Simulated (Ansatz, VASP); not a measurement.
**Two plane-wave programs on AlAs3**

INCAR

```
PREC = Accurate
ENCUT = 520
EDIFF = 1E-6
ISMEAR = 0
SIGMA = 0.1
LREAL = False
LASPH = True
NELM = 100
ALGO = Normal
ISIF = 2
LWAVE = False
LCHARG = True
GGA = PE
LELF = True
LVHAR = True
NBANDS = 28
```

File KPOINTS:

```
regular mesh
0
Gamma
  3 3 4
```

File POSCAR:

```
AlAs3
1.0
    5.9870887700      0.0000000000      0.0000000000
   -2.9935443800      5.1849709700      0.0000000000
    0.0000000000      0.0000000000      6.2871568600
Al As
2 6
Direct
    0.6666666700      0.3333333300      0.6384745200
    0.3333333300      0.6666666700      0.1384745200
    0.3455789100      0.3070069000      0.5025091800
    0.6544210900      0.6929931000      0.0025091800
    0.3070069000      0.9614279900      0.0025091800
    0.9614279900      0.6544210900      0.5025091800
    0.6929931000      0.0385720100      0.5025091800
    0.0385720100      0.3455789100      0.0025091800
```

Input for Ansatz:

```yaml
crystal:
  lattice:
    - [5.98708877, 0.0, 0.0]
    - [-2.99354438, 5.18497097, 0.0]
    - [0.0, 0.0, 6.28715686]
  atoms:
    - { symbol: Al, position: [0.66666667, 0.33333333, 0.63847452] }
    - { symbol: Al, position: [0.33333333, 0.66666667, 0.13847452] }
    - { symbol: As, position: [0.34557891, 0.3070069, 0.50250918] }
    - { symbol: As, position: [0.65442109, 0.6929931, 0.00250918] }
    - { symbol: As, position: [0.3070069, 0.96142799, 0.00250918] }
    - { symbol: As, position: [0.96142799, 0.65442109, 0.50250918] }
    - { symbol: As, position: [0.6929931, 0.03857201, 0.50250918] }
    - { symbol: As, position: [0.03857201, 0.34557891, 0.00250918] }
basis:
  ecutwfc: 420
kpoints:
  mp_grid: { grid: [3, 3, 4] }
hamiltonian:
  xc: pbe
scf:
  occupations: { method: gaussian, width: 0.1 }
  lower_state_search: "off"
output:
  forces: true
  stress: true
  eigenvalues: true
```

Change from the starting cell: species swapped into the PI3 type (P6_3, No. 173).

Alike in both runs: task single point; functional PBE; k mesh 3 × 3 × 4; occupations gaussian, width 0.1 eV; no spin polarisation.

|  | VASP | Ansatz |
| --- | --- | --- |
| version | VASP 6.6.1 | Ansatz 0.2.0 |
| potentials or method | VASP PAW PBE potentials, release 64 (Al, As), cutoff 520 eV | scalar-relativistic, plane waves, PAW |
| valence electrons in the cell | 36 | 96 |

Ansatz gave:

* gap on the k mesh at the Fermi level (eV): none
* pressure (GPa): 16.6
* traceless stress, the component that is largest in VASP (GPa): -9.33
* rms of the force components (eV/Å): 4.174

Question: Which values does VASP return?

Answer: gap on the k mesh at the Fermi level (eV): none; pressure (GPa): 16.8; traceless stress, the component that is largest in VASP (GPa): -9.39; rms of the force components (eV/Å): 4.206.

Atom by atom the forces differ by 0.032 eV/Å (rms over components). A gap of «none» marks a metal or a gap that the smearing closes. VASP's potentials hold 36 valence electrons a cell and Ansatz's 96, so a difference there can come from the potentials and not from the codes.

The k mesh is coarse, so the values compare programs but aren't converged.
